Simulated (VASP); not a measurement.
# ZrS (Fm-3m) in VASP: notebook, part 2 of 3

VASP 6.6.1. Earlier steps stand in the parts before.

## 4. Vibrations by perturbation theory, LDA (phonons at volume x 1.02)

INCAR reads:

```
PREC = Accurate ; ENCUT = 520
EDIFF = 1E-8 ; ISMEAR = -1
SIGMA = 0.15 ; LREAL = F
LASPH = T ; NELM = 80
ALGO = Normal ; ISIF = 2
LWAVE = F ; LCHARG = F
IBRION = 8 ; NSW = 1
```

KPOINTS reads:

```
regular mesh
0
Gamma
  14 14 14
```

POSCAR reads:

```
ZrS
1.0
    0.0000000000      2.5852389748      2.5852389748
    2.5852389748      0.0000000000      2.5852389748
    2.5852389748      2.5852389748      0.0000000000
Zr S
1 1
Direct
    0.0000000000      0.0000000000      0.0000000000
    0.5000000000      0.5000000000      0.5000000000
```

Potentials or basis: VASP PAW LDA potentials, release 64 (Zr_sv, S).

Command:

```sh
> cat potpaw_LDA.64/Zr_sv/POTCAR potpaw_LDA.64/S/POTCAR > POTCAR
> mpirun -np 1 vasp_std > vasp.out
```

OUTCAR:

```text
PREC = Accurate
   ENCUT = 520
   EDIFF = 1E-8
   ISMEAR = -1
   LREAL = F
   LASPH = T
   NELM = 80
   ISIF = 2
   IBRION = 8
   NSW = 1

 ion  position               nearest neighbor table
   1  0.000  0.000  0.000-   2 2.59   2 2.59   2 2.59   2 2.59   2 2.59   2 2.59
   2  0.500  0.500  0.500-   1 2.59   1 2.59   1 2.59   1 2.59   1 2.59   1 2.59

  LATTYP: Found a face centered cubic cell.
 ALAT       =     5.1704779496

  Lattice vectors:

 A1 = (   0.0000000000,   2.5852389748,   2.5852389748)
 A2 = (   2.5852389748,   0.0000000000,   2.5852389748)
 A3 = (   2.5852389748,   2.5852389748,   0.0000000000)

Analysis of symmetry for initial positions (statically):
=====================================================================
 Subroutine PRICEL returns:
 Original cell was already a primitive cell.

 Routine SETGRP: Setting up the symmetry group for a
 face centered cubic supercell.

 Subroutine GETGRP returns: Found 48 space group operations
 (whereof 48 operations were pure point group operations)
 out of a pool of 48 trial point group operations.

The static configuration has the point symmetry O_h .

Analysis of symmetry for dynamics (positions and initial velocities):
=====================================================================
 Subroutine PRICEL returns:
 Original cell was already a primitive cell.

 Routine SETGRP: Setting up the symmetry group for a
 face centered cubic supercell.

 Subroutine GETGRP returns: Found 48 space group operations
 (whereof 48 operations were pure point group operations)
 out of a pool of 48 trial point group operations.

The dynamic configuration has the point symmetry O_h .

 Subroutine INISYM returns: Found 48 space group operations
 (whereof 48 operations are pure point group operations),
 and found     1 'primitive' translations

----------------------------------------------------------------------------------------

                                     Primitive cell

  volume of cell :      34.5567

  direct lattice vectors                    reciprocal lattice vectors
     0.000000000  2.585238975  2.585238975    -0.193405718  0.193405718  0.193405718
     2.585238975  0.000000000  2.585238975     0.193405718 -0.193405718  0.193405718
     2.585238975  2.585238975  0.000000000     0.193405718  0.193405718 -0.193405718

  length of vectors
     3.656080020  3.656080020  3.656080020     0.334988530  0.334988530  0.334988530

  position of ions in fractional coordinates (direct lattice)
     0.000000000  0.000000000  0.000000000
     0.500000000  0.500000000  0.500000000

  ion indices of the primitive-cell ions
   primitive index   ion index
                 1           1
                 2           2

[... 134 lines left out ...]
      6       7.6121      2.00000
      7       7.6121      2.00000
      8       7.6121      2.00000
      9       9.6426      1.99987
     10       9.6426      1.99987
     11       9.6426      1.99987
     12      10.3600      1.98465
     13      10.3600      1.98465
[... 354 lines left out ...]
  band No.  band energies     occupation
      1     -38.4628      2.00000
      2     -16.8106      2.00000
      3     -16.6489      2.00000
      4     -16.6419      2.00000
      5      -4.0390      2.00000
      6       4.5054      2.00000
      7       6.0535      2.00000
      8       6.3197      2.00000
      9       9.3403      1.99998
     10      11.3254      0.34342
     11      11.7895      0.01861
     12      12.4582      0.00022
     13      13.5367      0.00000

 [... further k-points ...]
[... 5 lines left out ...]
  --------------------------------------------------------------------------------------
  -------------------------------------------------------------------------------------
  Total       -0.5788765     -0.5788765     -0.5788765      0.0000000     -0.0000000      0.0000000
  in kB      -26.8388815    -26.8388815    -26.8388815      0.0000000     -0.0000000      0.0000000
  external PRESSURE =     -26.8388815 kB  Pullay stress =       0.0000000 kB

 VOLUME and BASIS-vectors are now :
 -----------------------------------------------------------------------------
  energy-cutoff  :      520.00
  volume of cell :       34.56
      direct lattice vectors                 reciprocal lattice vectors
     0.000000000  2.585238975  2.585238975    -0.193405718  0.193405718  0.193405718
     2.585238975  0.000000000  2.585238975     0.193405718 -0.193405718  0.193405718
     2.585238975  2.585238975  0.000000000     0.193405718  0.193405718 -0.193405718

 POSITION                                       TOTAL-FORCE (eV/Angst)
 -----------------------------------------------------------------------------------
      0.00000      0.00000      0.00000         0.000000      0.000000     -0.000000
      2.58524      2.58524      2.58524        -0.000000     -0.000000      0.000000
 -----------------------------------------------------------------------------------
    total drift:                                0.000000      0.000000      0.000000

  FREE ENERGIE OF THE ION-ELECTRON SYSTEM (eV)
  ---------------------------------------------------
  free  energy   TOTEN  =       -17.2016400292 eV

  energy  without entropy=      -17.1055544755  energy(sigma->0) =      -17.15359725

[... ionic steps 2 to 3 ...]

--------------------------------------- Ionic step        4  -------------------------------------------

------------------------ aborting loop because EDIFF is reached ----------------------------------------

[... ionic steps 5 to 6 ...]

--------------------------------------- Ionic step        7  -------------------------------------------

 Free energy of the ion-electron system (eV)
  ---------------------------------------------------
  ---------------------------------------------------
  free energy    TOTEN  =        -0.10541518 eV

  energy without entropy =       -0.10541519

------------------------ aborting loop because EDIFF is reached ----------------------------------------

 INTERNAL STRAIN TENSOR  FOR ION    2  DIRECTION 1   (eV/Angst):
 -----------------------------------------------------------------------------
     0.05223  0.00000 -0.00000
     0.00000 -0.02572  0.00000
    -0.00000  0.00000 -0.02572

 INTERNAL STRAIN TENSOR FOR ION    2 for displacements in x,y,z  (eV/Angst):
          X           Y           Z          XY          YZ          ZX
  --------------------------------------------------------------------------------
  x     0.00000     0.00000     0.00000     0.00000     0.00000     0.00000
  y     0.00000     0.00000     0.00000     0.00000     0.00000     0.00000
  z     0.00000     0.00000     0.00000     0.00000     0.00000     0.00000

 SECOND DERIVATIVES (NOT SYMMETRIZED)
 ------------------------------------
               1X          1Y          1Z          2X          2Y          2Z
  1X    -5.976724    0.000000    0.000000    5.976724    0.000000    0.000000
  1Y     0.000000   -5.976724    0.000000    0.000000    5.976724    0.000000
  1Z     0.000000    0.000000   -5.976724    0.000000    0.000000    5.976724
  2X     5.854066    0.000000    0.000000   -5.854066    0.000000    0.000000
  2Y     0.000000    5.854066    0.000000    0.000000   -5.854066    0.000000
  2Z     0.000000    0.000000    5.854066    0.000000    0.000000   -5.854066

 Eigenvectors and eigenvalues of the dynamical matrix
 ----------------------------------------------------

   1 f  =    7.786660 THz    48.925025 2PiTHz  259.735004 cm-1    32.203022 meV
             X         Y         Z           dx          dy          dz
      0.000000  0.000000  0.000000     0.000000    0.513913    0.000000
      2.585239  2.585239  2.585239     0.000000   -0.857843    0.000000
[... 21 lines left out ...]
   6 f/i=    0.035591 THz     0.223625 2PiTHz    1.187187 cm-1     0.147192 meV
             X         Y         Z           dx          dy          dz
      0.000000  0.000000  0.000000     0.000000    0.000000    0.857843
      2.585239  2.585239  2.585239     0.000000    0.000000    0.513913

--------------------------------------------------------------------------------------------------------

 ELASTIC MODULI CONTR FROM IONIC RELAXATION (kBar)
 Direction    XX          YY          ZZ          XY          YZ          ZX
 --------------------------------------------------------------------------------
 XX           0.0000      0.0000      0.0000      0.0000      0.0000      0.0000
 YY           0.0000      0.0000      0.0000      0.0000      0.0000      0.0000
 ZZ           0.0000      0.0000      0.0000      0.0000      0.0000      0.0000
 XY           0.0000      0.0000      0.0000      0.0000      0.0000      0.0000
 YZ           0.0000      0.0000      0.0000      0.0000      0.0000      0.0000
 ZX           0.0000      0.0000      0.0000      0.0000      0.0000      0.0000
 --------------------------------------------------------------------------------
```

OSZICAR:

```text
N       E                     dE             d eps       ncg     rms          rms(c)
DAV:   1     0.130994948402E+03    0.13099E+03   -0.98252E+03  2704   0.136E+03
DAV:   2    -0.114667087773E+02   -0.14246E+03   -0.13797E+03  3272   0.331E+02
DAV:   3    -0.178827865087E+02   -0.64161E+01   -0.63010E+01  4229   0.644E+01
DAV:   4    -0.180992079274E+02   -0.21642E+00   -0.21613E+00  3551   0.103E+01
[... 50 lines left out ...]
RMM:  15    -0.105415143961E+00   -0.68477E-08   -0.10471E-06 15215   0.722E-05    0.455E-06
RMM:  16    -0.105415192811E+00   -0.48850E-07   -0.76985E-07 13422   0.559E-05    0.602E-06
RMM:  17    -0.105415182762E+00    0.10049E-07   -0.40135E-07 14170   0.399E-05    0.193E-06
RMM:  18    -0.105415181957E+00    0.80488E-09   -0.79575E-08 12797   0.302E-05    0.260E-06
 Linear response finished
```

stdout:

```text
POSCAR found type information on POSCAR ZrS
 POSCAR found :  2 types and       2 ions
 scaLAPACK will be used
 LDA part: xc-table for (Slater(with rela. corr.)+CA(PZ))
 , standard interpolation
 POSCAR, INCAR and KPOINTS ok, starting setup
 FFT: planning ... GRIDC
 FFT: planning ... GRID_SOFT
 FFT: planning ... GRID
 WAVECAR not read
[... 19 lines left out ...]
|                                                                             |
 -----------------------------------------------------------------------------

 Linear response reoptimize wavefunctions to high precision
 Linear response DOF=           2
 Linear response progress:
 first order change of Fermi-energy  -0.13566E-03
 force on displaced ion       1 direction 1 :  -5.977   0.000   0.000
 Linear response progress:
 first order change of Fermi-energy   0.43998E-03
 force on displaced ion       2 direction 1 :  -5.854   0.000   0.000
 Linear response finished
```

Wall time 7.3 min (1 thread of Intel Xeon Platinum 8259CL at 2.50GHz (Skylake/Cascade Lake), shared host); peak memory 0.39 GiB.

What came out:

- Highest phonon frequency at Γ, LO-TO splitting left out: 260 cm⁻¹

Phonon frequencies in cm⁻¹ (negative: imaginary):
```tsv
q point	frequencies
(0.000, 0.000, 0.000)	-1 -1 -1 260 260 260
```

Caveat: the cell differs from its parent crystal (phonons at volume x 1.02); the cell wasn't relaxed at this level first, which shifts response properties.

[end of part 2 of 3]
